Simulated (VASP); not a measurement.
A run of VASP 6.6.1:

The input INCAR:

```
SYSTEM = Al2As3
ALGO = Normal
EDIFF = 1E-7
ENCUT = 520
GGA = PE
ISIF = 2
ISMEAR = 0
LASPH = .True.
LCHARG = .True.
LELF = .True.
LREAL = .False.
LVHAR = .True.
LWAVE = .False.
NBANDS = 18
NELM = 80
PREC = Accurate
SIGMA = 0.1
```

File KPOINTS:

```
k-points
0
Gamma
  12 12 12
  0 0 0
```

File POSCAR:

```
Al2As3
1.0
    1.8872447062      1.0896012391      7.8517648519
   -1.8872447062      1.0896012391      7.8517648519
    0.0000000000     -2.1792024783      7.8517648519
Al As
2 3
Direct
    0.3964249251      0.3964249251      0.3964249251
    0.6035750749      0.6035750749      0.6035750749
    0.0000000000      0.0000000000      0.0000000000
    0.2005575040      0.2005575040      0.2005575040
    0.7994424960      0.7994424960      0.7994424960
```

Potentials or basis: VASP PAW PBE potentials, release 64 (Al, As).

The run is started by

```bash
$ cat potpaw_PBE.64/Al/POTCAR potpaw_PBE.64/As/POTCAR > POTCAR
$ mpirun -np 1 vasp_std > vasp.out
```

Hardware: 1 thread of Intel(R) Xeon(R) Platinum 8259CL CPU @ 2.50GHz (Skylake/Cascade Lake), with other jobs on the host.

**Question.** How long does it take, and how much memory?

**Answer.** It took 31 min on 1 thread of Intel(R) Xeon(R) Platinum 8259CL CPU @ 2.50GHz (Skylake/Cascade Lake), with other jobs on the host, peak memory 0.73 GiB. Counts: scf iterations 15, k points 189.
